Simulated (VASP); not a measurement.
C: single point with r2SCAN

Crystal: C.

```
CELL_PARAMETERS angstrom
2.42810 0.00000 0.00000
-1.21405 2.10280 0.00000
0.00000 0.00000 4.04380
ATOMIC_POSITIONS crystal
C 0.33333 0.66667 0.00057
C 0.66667 0.33333 0.50057
C 0.33333 0.66667 0.37443
C 0.66667 0.33333 0.87443
```

This cell differs from its parent crystal: strain -3.0%.

```
Program                : VASP 6.6.1
Task                   : single point
Functional             : r2SCAN
Potentials or basis    : VASP PAW PBE potentials, release 64 (C)
Cutoff                 : 520 eV
k mesh                 : 12 × 12 × 6
Occupations            : gaussian, width 0.01 eV
Spin                   : no spin polarisation
Dipole correction      : no
Further INCAR settings : ALGO = Normal; EDIFF = 1e-06; NBANDS = 16
```

The pressure is 50.2 GPa. The largest force is 0.010 eV/Å and the band gap on the k mesh is 3.17 eV, indirect (least direct gap 5.29 eV).

Forces on the atoms (eV/Å):
```
C    0.000  0.000  0.010
C    0.000  0.000  0.010
C    0.000  0.000 -0.010
C    0.000  0.000 -0.010
```

Stress tensor (GPa, compression positive):
```
49.84  0.00  0.00
 0.00 49.84  0.00
 0.00  0.00 50.97
```

Levels at points of the mesh, in eV from the valence-band top:
| k point | band 6 | band 7 | band 8 | band 9 | band 10 | band 11 |
| --- | --- | --- | --- | --- | --- | --- |
| (0.00, 0.00, 0.00) | -0.66 | 0.00 | 0.00 | 5.29 | 5.29 | 5.83 |
| (0.50, 0.00, 0.00) | -7.50 | -6.95 | -3.65 | 4.92 | 8.70 | 8.98 |
| (0.00, 0.00, 0.50) | -2.18 | -2.18 | -2.18 | 7.93 | 7.93 | 7.93 |
| (0.50, 0.00, 0.50) | -5.94 | -5.61 | -5.61 | 6.46 | 6.46 | 7.26 |

Wall time 65 s on 1 thread of Intel(R) Xeon(R) Platinum 8259CL CPU @ 2.50GHz (Skylake/Cascade Lake), with other jobs on the host, peak memory 0.13 GiB.

Caveat: the cell differs from its parent crystal (strain -3.0%); the PAW data sets were made with another functional, which shifts forces and pressure a little. A k mesh can miss the band edges.
